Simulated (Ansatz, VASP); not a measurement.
**Bi: VASP beside Ansatz**

```
Bi
1.0
     4.53900    0.00000    0.00000
    -2.26950    3.93089    0.00000
     0.00000    0.00000   11.94729
Bi
2
Direct
  0.33333 0.66667 0.25000
  0.66667 0.33333 0.75000
```

Change from the starting cell: zz strain of +1 %, crystal datasets.

Alike in both runs: task electric field gradients; functional PBEsol; k mesh 9 × 9 × 3; occupations fermi-dirac, width 0.03 eV; no spin polarisation.

```csv
,VASP,Ansatz
version,VASP 6.6.1,Ansatz 0.2.0
potentials or method,"VASP PAW PBE potentials, release 64 (Bi_d), cutoff 520 eV","all-electron PAW with datasets made for the crystal, scalar-relativistic"
```

```tsv
	VASP	Ansatz	Ansatz less VASP
pressure (GPa)	-3.5	-3.5	+0.02
traceless stress, the component that is largest in VASP (GPa)	3.16	3.16	-0.001
size of Vzz on the site where it differs most (V/Å²)	126.1	116.7	-9.36
```

VASP's potentials were made for PBE, not for PBEsol. Ansatz ran all-electron here, and VASP with PAW potentials.

Spin-orbit coupling is off throughout.
